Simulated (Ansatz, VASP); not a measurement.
## One calculation of C, two programs

INCAR

```
PREC = Accurate
ENCUT = 520
EDIFF = 1E-7
ISMEAR = 0
SIGMA = 0.15
LREAL = False
LASPH = True
NELM = 60
ALGO = Normal
ISIF = 2
LWAVE = False
LCHARG = True
GGA = PS
IVDW = 12
LELF = True
LVHAR = True
NBANDS = 11
```

KPOINTS

```
regular mesh
0
Gamma
  21 21 12
```

File POSCAR:

```
C
1.0
    2.4576582469      0.0000000000      0.0000000000
   -1.2288291235      2.1283944757      0.0000000000
    0.0000000000      0.0000000000      3.5294822413
C
2
Direct
    0.3251955054      0.6666666667     -0.0088681563
    0.6748044946      0.3333333333      0.0088681563
```

Input for Ansatz:

```yaml
crystal:
  lattice:
    - [2.4576582469, 0.0, 0.0]
    - [-1.2288291235, 2.1283944757, 0.0]
    - [0.0, 0.0, 3.5294822413]
  atoms:
    - { symbol: C, position: [0.3251955054, 0.6666666667, -0.0088681563] }
    - { symbol: C, position: [0.6748044946, 0.3333333333, 0.0088681563] }
basis:
  ecutwfc: 520.0
kpoints:
  mp_grid: { grid: [21, 21, 12] }
hamiltonian:
  xc: pbesol
  pseudopotentials: { kind: paw, azcp: { folder: soft_1 } }
  dispersion: d3bj
scf:
  occupations: { method: gaussian, width: 0.15 }
output:
  forces: true
  stress: true
  eigenvalues: true
```

Change from the starting cell: mode 4 frozen in at -0.031 Å and mode 5 at -0.020 Å (largest displacements).

Alike in both runs: task single point; functional PBEsol; dispersion D3(BJ); k mesh 21 × 21 × 12; occupations gaussian, width 0.15 eV; no spin polarisation.

|  | VASP | Ansatz |
| --- | --- | --- |
| version | VASP 6.6.1 | Ansatz 0.2.0 |
| potentials or method | VASP PAW PBE potentials, release 64 (C), cutoff 520 eV | scalar-relativistic, plane waves, PAW |
| valence electrons in the cell | 8 | 8 |

|  | VASP | Ansatz | Ansatz less VASP |
| --- | --- | --- | --- |
| gap on the k mesh at the Fermi level (eV) | none | none | - |
| pressure (GPa) | 1.2 | 0.5 | -0.69 |
| traceless stress, the component that is largest in VASP (GPa) | 4.45 | 4.36 | -0.092 |
| rms of the force components (eV/Å) | 1.406 | 1.405 | -0.0013 |

VASP's potentials were made for PBE, not for PBEsol, and Ansatz warns of the same on its side. Atom by atom the forces differ by 0.005 eV/Å (rms over components). A gap of «none» marks a metal or a gap that the smearing closes.
